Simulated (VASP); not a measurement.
Here is a VASP 6.6.1 calculation.

File INCAR:

```
SYSTEM = ScAl3
  PREC = Accurate
  ENCUT = 520
  EDIFF = 1E-6
  ISMEAR = 0
  SIGMA = 0.15
  LREAL = .FALSE.
  LASPH = .TRUE.
  NELM = 100
  ALGO = Fast
  ISIF = 2
  LWAVE = .FALSE.
  LCHARG = .FALSE.
  GGA = PS
  NBANDS = 18
```

Contents of KPOINTS:

```
Automatic mesh
0
G
  12 12 12
  0 0 0
```

File POSCAR:

```
ScAl3
1.0
    4.0712986163      0.0000000000      0.0000000000
    0.0000000000      4.0712986163      0.1272280818
    0.0000000000      0.1272280818      4.0712986163
Sc Al
1 3
Direct
    0.0000000000      0.0000000000      0.0000000000
    0.5000000000      0.0000000000      0.5000000000
    0.0000000000      0.5000000000      0.5000000000
    0.5000000000      0.5000000000      0.0000000000
```

Potentials or basis: VASP PAW PBE potentials, release 64 (Sc_sv, Al).

Launch:

```console
$ cat potpaw_PBE.64/Sc_sv/POTCAR potpaw_PBE.64/Al/POTCAR > POTCAR
$ mpirun -np 1 vasp_std > vasp.out
```

**Question.** Estimate the pressure.

**Answer.** 0.7 GPa.

**Question.** Estimate the band gap on the k mesh.

**Answer.** Zero (bands 10 and 11 overlap by 3.66 eV).

Stress tensor (GPa, compression positive):
```
 0.03  0.00  0.00
 0.00  1.02 -4.88
 0.00 -4.88  1.02
```

Caveat: the cell differs from its parent crystal (strain +0.0625 x Voigt [0, 0, 0, 1, 0, 0]); the PAW data sets were made with another functional, which shifts forces and pressure a little.
